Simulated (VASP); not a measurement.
Crystal: Gd.

```
Gd
1.0
     3.31000    0.00000    0.00000
     0.00000    3.31000    0.00000
     0.00000    0.00000    3.31000
Gd
1
Direct
  0.00000 0.00000 0.00000
```

This isn't the form of Gd at room conditions, which is hcp.

```yaml
Program: VASP 6.6.1
Task: relaxation of cell and atoms
Functional: LDA
Potentials_or_basis: VASP PAW PBE potentials, release 64 (Gd)
Cutoff: 600 eV
k_mesh: 7 × 7 × 7
Occupations: gaussian, width 0.05 eV
Spin: collinear spin, ferromagnetic start
Starting_moments: "[7.0] μB"
```

At the start: pressure -3.8 GPa; volume 36.26 Å³/atom.

Problem. How do energy, volume and symmetry change on relaxing?

Solution. Over 5 steps the energy falls by 87.0 meV/atom and the volume is 29.12 Å³/atom (-19.7 %); space group Pm-3m (No. 221, to 0.1 Å) before and after; moment 7.45 μB per cell.

Step by step:
```csv
step,energy change (eV),largest force (eV/Å),pressure (GPa),volume (Å³)
1,0.0000,0.0000,-3.82,36.26
2,-0.0714,0.0000,-1.41,31.91
3,-0.0857,0.0000,-0.76,29.89
4,-0.0547,0.0000,3.53,26.10
5,-0.0870,0.0000,-0.01,29.12
```

Final structure:
```
Gd
1.0
     3.07639    0.00000    0.00000
     0.00000    3.07639    0.00000
     0.00000    0.00000    3.07639
Gd
1
Direct
  0.00000 0.00000 0.00000
```

Caveat: the volume moved by over 15 % at a fixed basis, so the end points are rough; the PAW data sets were made with another functional, which shifts forces and pressure a little; semilocal functionals describe open f shells poorly, which spoils levels, moments and volumes.
